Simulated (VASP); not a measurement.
# CaF in VASP: notebook

Runs on CaF. Level: PBE. Tasks: single point.

Program: VASP 6.6.1. These are calculated values, not measurements. Logs are shortened: lines on timing, memory, paths and dates and some standing lists are left out, and cuts for length are marked.

## 1. The cell of the first run

The cell holds a sheet with vacuum, 2 atoms: a = 3.725 Å, b = 3.725 Å, c = 25.528 Å, α = 90.00°, β = 90.00°, γ = 120.00°.

## 2. Single point, PBE

Input file INCAR:

```
  PREC = Accurate
  ENCUT = 520
  EDIFF = 1E-7
  ISMEAR = -1
  SIGMA = 0.05
  LREAL = F
  LASPH = T
  NELM = 100
  ALGO = Normal
  ISIF = 2
  LWAVE = F
  LCHARG = F
  GGA = PE
  NBANDS = 16
```

Input file KPOINTS:

```
regular mesh
0
Gamma
  8 8 1
```

Input file POSCAR:

```
CaF
1.0
    3.7249707804     -0.0000028868      0.0000000000
   -1.8624828902      3.2259207675      0.0000000000
    0.0000000000      0.0000000000     25.5276600000
Ca F
1 1
Direct
    0.6666666667      0.3333333333      0.3106723349
    0.0000000000      0.0000000000      0.2769276651
```

Potentials or basis: VASP PAW PBE potentials, release 64 (Ca_sv, F).

The run is started by

```bash
$ cat potpaw_PBE.64/Ca_sv/POTCAR potpaw_PBE.64/F/POTCAR > POTCAR
$ mpirun -np 1 vasp_std > vasp.out
```

OUTCAR:

```text
PREC = Accurate
   ENCUT = 520
   EDIFF = 1E-7
   ISMEAR = -1
   LREAL = F
   LASPH = T
   NELM = 100
   ISIF = 2
   GGA = PE

 ion  position               nearest neighbor table
   1  0.667  0.333  0.311-   2 2.32   2 2.32   2 2.32
   2  0.000  0.000  0.277-   1 2.32   1 2.32   1 2.32

  LATTYP: Found a hexagonal cell.
 ALAT       =     3.7249707804
 C/A-ratio  =     6.8531168444

  Lattice vectors:

 A1 = (   3.7249707804,  -0.0000028868,   0.0000000000)
 A2 = (  -1.8624828902,   3.2259207675,   0.0000000000)
 A3 = (   0.0000000000,   0.0000000000,  25.5276600000)

Analysis of symmetry for initial positions (statically):
=====================================================================
 Subroutine PRICEL returns:
 Original cell was already a primitive cell.

 Routine SETGRP: Setting up the symmetry group for a
 hexagonal supercell.

 Subroutine GETGRP returns: Found  6 space group operations
 (whereof  6 operations were pure point group operations)
 out of a pool of 24 trial point group operations.

The static configuration has the point symmetry C_3v.

Analysis of symmetry for dynamics (positions and initial velocities):
=====================================================================
 Subroutine PRICEL returns:
 Original cell was already a primitive cell.

 Routine SETGRP: Setting up the symmetry group for a
 hexagonal supercell.

 Subroutine GETGRP returns: Found  6 space group operations
 (whereof  6 operations were pure point group operations)
 out of a pool of 24 trial point group operations.

The dynamic configuration has the point symmetry C_3v.

 Subroutine INISYM returns: Found  6 space group operations
 (whereof  6 operations are pure point group operations),
 and found     1 'primitive' translations

----------------------------------------------------------------------------------------

                                     Primitive cell

  volume of cell :     306.7520

  direct lattice vectors                    reciprocal lattice vectors
     3.724970780 -0.000002887  0.000000000     0.268458602  0.154994369  0.000000000
    -1.862482890  3.225920767  0.000000000     0.000000240  0.309989153  0.000000000
     0.000000000  0.000000000 25.527660000     0.000000000  0.000000000  0.039173195

  length of vectors
     3.724970780  3.724970780 25.527660000     0.309989153  0.309989153  0.039173195

  position of ions in fractional coordinates (direct lattice)
     0.666666667  0.333333333  0.310672335
     0.000000000  0.000000000  0.276927665

  ion indices of the primitive-cell ions
   primitive index   ion index
                 1           1
                 2           2

----------------------------------------------------------------------------------------

 KPOINTS: regular mesh

Automatic generation of k-mesh.
 Grid dimensions read from file:
 generate k-points for:    8    8    1

 Generating k-lattice:

  Cartesian coordinates                     Fractional coordinates (reciprocal lattice)
     0.033557325  0.019374296  0.000000000     0.125000000  0.000000000  0.000000000
     0.000000030  0.038748644  0.000000000    -0.000000000  0.125000000  0.000000000
     0.000000000  0.000000000  0.039173195     0.000000000  0.000000000  1.000000000

  Length of vectors
     0.038748644  0.038748644  0.039173195

  Shift w.r.t. Gamma in fractional coordinates (k-lattice)
     0.000000000  0.000000000  0.000000000

 Subroutine IBZKPT returns following result:
 ===========================================

 Found     10 irreducible k-points:

 Following reciprocal coordinates:
            Coordinates               Weight
  0.000000  0.000000  0.000000      1.000000
  0.125000 -0.000000  0.000000      6.000000
  0.250000 -0.000000  0.000000      6.000000
  0.375000 -0.000000  0.000000      6.000000
  0.500000 -0.000000  0.000000      3.000000
  0.125000  0.125000  0.000000      6.000000
  0.250000  0.125000  0.000000     12.000000
  0.375000  0.125000  0.000000     12.000000
  0.250000  0.250000  0.000000      6.000000
  0.375000  0.250000  0.000000      6.000000
   k-points           NKPTS =     10   k-points in BZ     NKDIM =     10   number of bands    NBANDS=     16
   number of dos      NEDOS =    301   number of ions     NIONS =      2
   total plane-waves  NPLWV = 150528
   dimension x,y,z NGX =    28 NGY =   28 NGZ =  192
   dimension x,y,z NGXF=    56 NGYF=   56 NGZF=  384
   ions per type =               1   1
   NGX,Y,Z   is equivalent  to a cutoff of  12.50, 12.50, 12.50 a.u.
   NGXF,Y,Z  is equivalent  to a cutoff of  24.99, 24.99, 25.01 a.u.
 SYSTEM =  unknown system
   PREC   = accura    normal or accurate (medium, high low for compatibility)
   ISTART =      0    job   : 0-new  1-cont  2-samecut
   ICHARG =      2    charge: 1-file 2-atom 10-const
   ISPIN  =      1    spin polarized calculation?
   LNONCOLLINEAR =      F non collinear calculations
   LSORBIT =      F    spin-orbit coupling
   LASPH  =      T    aspherical Exc in radial PAW
   ENCUT  =  520.0 eV  38.22 Ry    6.18 a.u.   6.93  6.93 47.46*2*pi/ulx,y,z
   NELM   =    100;   NELMIN=  2; NELMDL= -5     # of ELM steps
   EDIFF  = 0.1E-06   stopping-criterion for ELM
   LREAL  =      F    real-space projection
   EDIFFG = 0.1E-05   stopping-criterion for IOM
   NSW    =      0    number of steps for IOM
   IBRION =     -1    ionic relax: 0-MD 1-quasi-New 2-CG
   NFREE  =      0    steps in history (QN), initial steepest desc. (CG)
   ISIF   =      2    stress and relaxation
   ISYM   =      2    0-nonsym 1-usesym 2-fastsym
   POTIM  = 0.5000    time-step for ionic-motion
   TEBEG  =    0.0;   TEEND  =   0.0 temperature during run
   PSTRESS=    0.0 pullay stress
   NELECT =      17.0000    total number of electrons
   NUPDOWN=      -1.0000    fix difference up-down
   EMIN   =  10.00;   EMAX   =-10.00  energy-range for DOS
   EFERMI =   0.00;   METHOD = LEGACY
   ISMEAR =    -1;   SIGMA  =   0.05  broadening in eV -4-tet -1-fermi 0-gaus
   EFERMI_NEDOS =   21; number of points for ismear=-14 and -15
   IALGO  =     38    algorithm
   IMIX   =      4    mixing-type and parameters
     AMIX     =   0.40;   BMIX     =  1.00
     AMIX_MAG =   1.60;   BMIX_MAG =  1.00
  volume/ion in A,a.u.               =     153.38      1035.03
  Fermi-wavevector in a.u.,A,eV,Ry     =   0.624159  1.179490  5.300485  0.389575
  Thomas-Fermi vector in A             =   1.684619
   LORBIT       =      0    0 simple, 1 ext, 2 COOP (PROOUT), +10 PAW based schemes
   GGA     = PE    functional components
   LHFCALC =     F    Hartree Fock is set to
   AEXX    =    0.0000 exact exchange contribution
   IVDW    =     0    specifies the selected vdW correction
   LEPSILON=     F    determine dielectric tensor
   LRPA    =     F    only Hartree local field effects (RPA)
 non-spin polarized calculation
  energy-cutoff  :      520.00
  volume of cell :      306.75
 maximum number of plane-waves:      8291
 NGX is ok and might be reduce to    28
   NGX = 13   NGY = 13   NGZ = 95

 number of electron      17.0000006 magnetization

 Free energy of the ion-electron system (eV)
  ---------------------------------------------------
  ext. energy  EPLUGINS =         0.00000000
  ---------------------------------------------------
  free energy    TOTEN  =        -8.64191097 eV

  energy without entropy =       -8.63351783  energy(sigma->0) =       -8.63771440

 E-fermi :  -2.0887     XC(G=0):  -1.7714

 val. band max:       -2.2593057572   @ k =   0.2500   0.1250   0.0000
 cond. band min:      -2.0244210167   @ k =   0.3750  -0.0000   0.0000
 fundamental gap:      0.2348847405
 Fermi energy:        -2.0886730004

 k-point     1 :       0.0000    0.0000    0.0000
  band No.  band energies     occupation
      1     -44.9929      2.00000
      2     -27.9546      2.00000
      3     -25.8862      2.00000
      4     -25.8862      2.00000
      5     -25.8269      2.00000
      6      -9.5500      2.00000
[... 8 lines left out ...]
     15       1.2253      0.00000
     16       1.2835      0.00000

 k-point     2 :       0.1250   -0.0000    0.0000
  band No.  band energies     occupation
      1     -44.9893      2.00000
      2     -27.9940      2.00000
      3     -25.9574      2.00000
      4     -25.8940      2.00000
      5     -25.7307      2.00000
      6      -9.5990      2.00000
[... 8 lines left out ...]
     15       1.2793      0.00000
     16       1.4193      0.00000

 k-point     3 :       0.2500   -0.0000    0.0000
  band No.  band energies     occupation
      1     -44.9807      2.00000
      2     -28.0869      2.00000
      3     -26.0014      2.00000
      4     -25.9129      2.00000
      5     -25.6287      2.00000
      6      -9.6902      2.00000
[... 8 lines left out ...]
     15       1.5598      0.00000
     16       1.6039      0.00000

 k-point     4 :       0.3750   -0.0000    0.0000
  band No.  band energies     occupation
      1     -44.9720      2.00000
      2     -28.1769      2.00000
      3     -26.0066      2.00000
      4     -25.9316      2.00000
      5     -25.5697      2.00000
      6      -9.7533      2.00000
[... 8 lines left out ...]
     15       1.6434      0.00000
     16       2.6509      0.00000

 k-point     5 :       0.5000   -0.0000    0.0000
  band No.  band energies     occupation
      1     -44.9685      2.00000
      2     -28.2134      2.00000
      3     -26.0028      2.00000
      4     -25.9393      2.00000
      5     -25.5523      2.00000
      6      -9.7724      2.00000
[... 8 lines left out ...]
     15       2.2471      0.00000
     16       3.1045      0.00000

 k-point     6 :       0.1250    0.1250    0.0000
  band No.  band energies     occupation
      1     -44.9832      2.00000
      2     -28.0597      2.00000
      3     -25.9930      2.00000
      4     -25.9132      2.00000
      5     -25.6482      2.00000
      6      -9.6535      2.00000
[... 8 lines left out ...]
     15       1.4290      0.00000
     16       1.5174      0.00000

 k-point     7 :       0.2500    0.1250    0.0000
  band No.  band energies     occupation
      1     -44.9746      2.00000
      2     -28.1491      2.00000
      3     -26.0055      2.00000
      4     -25.9441      2.00000
      5     -25.5699      2.00000
      6      -9.7044      2.00000
[... 8 lines left out ...]
     15       1.7244      0.00000
     16       2.2411      0.00000

 k-point     8 :       0.3750    0.1250    0.0000
  band No.  band energies     occupation
      1     -44.9685      2.00000
      2     -28.2101      2.00000
      3     -26.0026      2.00000
      4     -25.9662      2.00000
      5     -25.5289      2.00000
      6      -9.7286      2.00000
[... 8 lines left out ...]
     15       2.1607      0.00000
     16       3.2794      0.00000

 k-point     9 :       0.2500    0.2500    0.0000
  band No.  band energies     occupation
      1     -44.9685      2.00000
      2     -28.2068      2.00000
      3     -26.0013      2.00000
      4     -25.9916      2.00000
      5     -25.5080      2.00000
      6      -9.6678      2.00000
[... 8 lines left out ...]
     15       2.1438      0.00000
     16       3.3778      0.00000

 k-point    10 :       0.3750    0.2500    0.0000
  band No.  band energies     occupation
      1     -44.9659      2.00000
      2     -28.2295      2.00000
      3     -26.0160      2.00000
      4     -25.9955      2.00000
      5     -25.4831      2.00000
      6      -9.6396      2.00000
[... 8 lines left out ...]
     15       2.9783      0.00000
     16       3.4871      0.00000

------------------------ aborting loop because EDIFF is reached ----------------------------------------

  FORCE on cell =-STRESS in cart. coord.  units (eV):
  Direction    XX          YY          ZZ          XY          YZ          ZX
  --------------------------------------------------------------------------------------
  -------------------------------------------------------------------------------------
  Total        0.0547988      0.0547988     -0.0316842     -0.0000000      0.0000000      0.0000000
  in kB        0.2862161      0.2862161     -0.1654877     -0.0000000      0.0000000      0.0000000
  external PRESSURE =       0.1356482 kB  Pullay stress =       0.0000000 kB

 VOLUME and BASIS-vectors are now :
 -----------------------------------------------------------------------------
  energy-cutoff  :      520.00
  volume of cell :      306.75
      direct lattice vectors                 reciprocal lattice vectors
     3.724970780 -0.000002887  0.000000000     0.268458602  0.154994369  0.000000000
    -1.862482890  3.225920767  0.000000000     0.000000240  0.309989153  0.000000000
     0.000000000  0.000000000 25.527660000     0.000000000  0.000000000  0.039173195

 POSITION                                       TOTAL-FORCE (eV/Angst)
 -----------------------------------------------------------------------------------
      1.86249      1.07530      7.93074        -0.000000      0.000000      0.026035
      0.00000      0.00000      7.06932         0.000000     -0.000000     -0.026035
 -----------------------------------------------------------------------------------
    total drift:                               -0.000000      0.000000      0.001649

  FREE ENERGIE OF THE ION-ELECTRON SYSTEM (eV)
  ---------------------------------------------------
  free  energy   TOTEN  =        -8.6419109668 eV

  energy  without entropy=       -8.6335178311  energy(sigma->0) =       -8.63771440
```

It took 3.2 min on 1 thread of AMD EPYC 7R43 (Zen 3), shared host; peak memory 0.34 GiB.

What came out:

| Quantity | Value |
| --- | --- |
| Free energy | -8.6419 eV |
| Largest force | 0.026 eV/Å |
| Band gap on the k mesh | zero (an odd number of electrons rules out a gap without spin polarisation) |

Forces on the atoms (eV/Å):
```
Ca   0.000  0.000  0.026
F    0.000  0.000 -0.026
```

Levels at points of the mesh, in eV from the Fermi level:
```tsv
k point	band 6	band 7	band 8	band 9	band 10	band 11
(0.00, 0.00, 0.00)	-7.46	-7.46	-7.31	-1.59	1.05	1.66
(0.50, 0.00, 0.00)	-7.68	-7.33	-7.05	0.36	1.10	1.93
```

Caveat: an odd number of electrons without spin polarisation forces a metal; a magnetic or distorted state may lie lower.

## 3. Single point, PBE

Input file INCAR:

```
  PREC = Accurate
  ENCUT = 520
  EDIFF = 1E-7
  ISMEAR = -1
  SIGMA = 0.05
  LREAL = False
  LASPH = True
  NELM = 100
  ALGO = Normal
  ISIF = 2
  LWAVE = False
  LCHARG = False
  GGA = PE
  NBANDS = 16
```

Input file KPOINTS:

```
Automatic mesh
0
Gamma
  8 8 1
```

Input file POSCAR:

```
CaF
1.0
    3.7249700000      0.0000000000      0.0000000000
   -1.8624800000      3.2259200000      0.0000000000
    0.0000000000      0.0000000000     25.5276600000
Ca F
1 1
Direct
    0.6666700000      0.3333300000      0.3107600000
    0.0000000000      0.0000000000      0.2768400000
```

Potentials or basis: VASP PAW PBE potentials, release 64 (Ca_sv, F).

The run is started by

```bash
$ cat potpaw_PBE.64/Ca_sv/POTCAR potpaw_PBE.64/F/POTCAR > POTCAR
$ mpirun -np 1 vasp_std > vasp.out
```

Run time: 4.9 min. Hardware: 1 thread of Intel Xeon 8259CL, shared host; peak memory 0.44 GiB.

Results (log left out):

| Property | Result |
| --- | --- |
| Free energy | -8.6420 eV |
| Largest force | 0.014 eV/Å |
| Band gap on the k mesh | zero (an odd number of electrons rules out a gap without spin polarisation) |

Forces in eV/Å, atoms in the order of the input:
```
Ca   0.000  0.000  0.014
F    0.000  0.000 -0.014
```

Levels at points of the mesh, in eV from the Fermi level:
| k point | band 4 | band 5 | band 6 | band 7 | band 8 | band 9 | band 10 | band 11 | band 12 | band 13 |
| --- | --- | --- | --- | --- | --- | --- | --- | --- | --- | --- |
| (0.00, 0.00, 0.00) | -23.79 | -23.73 | -7.44 | -7.44 | -7.30 | -1.59 | 1.06 | 1.67 | 2.44 | 2.44 |
| (0.50, 0.00, 0.00) | -23.85 | -23.46 | -7.67 | -7.31 | -7.03 | 0.36 | 1.10 | 1.94 | 2.91 | 3.35 |
| (0.50, 0.50, 0.00) | -23.85 | -23.46 | -7.67 | -7.31 | -7.03 | 0.36 | 1.10 | 1.94 | 2.91 | 3.35 |

Caveat: an odd number of electrons without spin polarisation forces a metal; a magnetic or distorted state may lie lower.

The gap in the log of VASP goes by the Fermi energy; the results here count the filled bands.